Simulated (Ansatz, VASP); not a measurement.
## One calculation of RbBr, two programs

Contents of INCAR:

```
SYSTEM = RbBr
ALGO = Normal
EDIFF = 1E-8
ENCUT = 520
GGA = PE
ISIF = 2
ISMEAR = -1
LASPH = .True.
LCHARG = .False.
LEFG = .True.
LREAL = .False.
LWAVE = .False.
NBANDS = 15
NELM = 80
PREC = Accurate
SIGMA = 0.03
```

Contents of KPOINTS:

```
k-points
0
Gamma
  7 7 7
  0 0 0
```

The input POSCAR:

```
RbBr
1.0
    0.0000000000      3.3246750000      3.4275000000
    3.3246750000      0.0000000000      3.4275000000
    3.3246750000      3.3246750000      0.0000000000
Rb Br
1 1
Direct
    0.0000000000      0.0000000000      0.0000000000
    0.5000000000      0.5000000000      0.5000000000
```

Input for Ansatz:

```yaml
crystal:
  lattice:
    - [0.0, 3.324675, 3.4275]
    - [3.324675, 0.0, 3.4275]
    - [3.324675, 3.324675, 0.0]
  atoms:
    - { symbol: Rb, position: [0.0, 0.0, 0.0] }
    - { symbol: Br, position: [0.5, 0.5, 0.5] }
kpoints:
  mp_grid: { grid: [7, 7, 7] }
scf:
  occupations: { method: fermi_dirac, width: 0.03 }
hamiltonian:
  xc: pbe
  pseudopotentials: { kind: all_electron, datasets: crystal }
output:
  forces: true
  stress: true
  eigenvalues: true
  efg: { contact_densities: true }
```

Change from the starting cell: x and y stretched by -3 %, z held, crystal datasets.

Alike in both runs: task electric field gradients; functional PBE; k mesh 7 × 7 × 7; occupations fermi-dirac, width 0.03 eV; no spin polarisation.

```csv
,VASP,Ansatz
version,VASP 6.6.1,Ansatz 0.2.0
potentials or method,"VASP PAW PBE potentials, release 64 (Rb_sv, Br), cutoff 520 eV","all-electron PAW with datasets made for the crystal, scalar-relativistic"
```

|  | VASP | Ansatz | Ansatz less VASP |
| --- | --- | --- | --- |
| gap on the k mesh at the Fermi level (eV) | 4.50 | 4.50 | +0.003 |
| pressure (GPa) | 2.2 | 2.2 | -0.04 |
| traceless stress, the component that is largest in VASP (GPa) | -0.88 | -0.87 | +0.010 |
| size of Vzz on the site where it differs most (V/Å²) | 11.2 | 12.7 | +1.44 |

Ansatz ran all-electron here, and VASP with PAW potentials.
